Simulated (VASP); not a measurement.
Wanted: the native input for a VASP 6.6.1 run.

| Item | Value |
| --- | --- |
| Task | single point |
| Functional | r2SCAN |
| Potentials or basis | VASP PAW PBE potentials, release 64 (Be, Sb, Ge_d) |
| Cutoff | 520 eV |
| k mesh | 6 × 6 × 4 |
| Occupations | fermi-dirac, width 0.02 eV |
| Spin | no spin polarisation |
| Dipole correction | no |
| Further INCAR settings | ALGO = Normal; EDIFF = 1e-07; NBANDS = 21 |

The system is BeGeSb2.

```
Be Sb Ge
1.0
     4.17452    0.00000    0.00000
     0.00000    4.17452    0.00000
     0.00000    0.00000    5.83469
Be Sb Ge
1 2 1
Cartesian
  0.0000 0.0000 0.0000
  0.0000 2.0873 1.2804
  2.0873 0.0000 4.5543
  2.0873 2.0873 2.9173
```

The input as run:

POSCAR

```
BeGeSb2
1.0
    4.1745184532      0.0000000000      0.0000000000
    0.0000000000      4.1745184532      0.0000000000
    0.0000000000      0.0000000000      5.8346868267
Be Sb Ge
1 2 1
Direct
    0.0000000000      0.0000000000      0.0000000000
    0.0000000000      0.5000000000      0.2194401827
    0.5000000000      0.0000000000      0.7805598173
    0.5000000000      0.5000000000      0.5000000000
```

INCAR.step1

```
SYSTEM = BeGeSb2
PREC = Accurate
ENCUT = 520
ISMEAR = -1
SIGMA = 0.02
LREAL = .FALSE.
LASPH = .TRUE.
NELM = 60
NBANDS = 21
GGA = PE
ALGO = Normal
EDIFF = 1E-4
LWAVE = .TRUE.
LCHARG = .FALSE.
```

INCAR.step2

```
SYSTEM = BeGeSb2
PREC = Accurate
ENCUT = 520
EDIFF = 1E-7
ISMEAR = -1
SIGMA = 0.02
LREAL = .FALSE.
LASPH = .TRUE.
NELM = 60
ALGO = Normal
ISIF = 2
LWAVE = .FALSE.
LCHARG = .FALSE.
METAGGA = R2SCAN
LMIXTAU = .TRUE.
NBANDS = 21
ISTART = 1
```

KPOINTS

```
Automatic mesh
0
G
  6 6 4
  0 0 0
```

Potentials or basis: VASP PAW PBE potentials, release 64 (Be, Sb, Ge_d).

The run is started by

```console
$ cat potpaw_PBE.64/Be/POTCAR potpaw_PBE.64/Sb/POTCAR potpaw_PBE.64/Ge_d/POTCAR > POTCAR
$ cp INCAR.step1 INCAR
$ mpirun -np 1 vasp_std > vasp.out
$ cp INCAR.step2 INCAR
$ mpirun -np 1 vasp_std > vasp.out
```

Results of the run:

```json
{"Pressure": "0.2 GPa", "Largest force": "0.013 eV/Å", "Band gap on the k mesh": "zero (band 13 reaches 5.29 eV, above the bottom of band 14 at 4.89 eV)"}
```

Caveat: the PAW data sets were made with another functional, which shifts forces and pressure a little; spin-orbit coupling is left out, which moves the levels of the heavy elements.

Run time: 2 min on 1 thread of Intel(R) Xeon(R) Platinum 8488C (Sapphire Rapids) (shared host), peak memory 0.26 GiB.
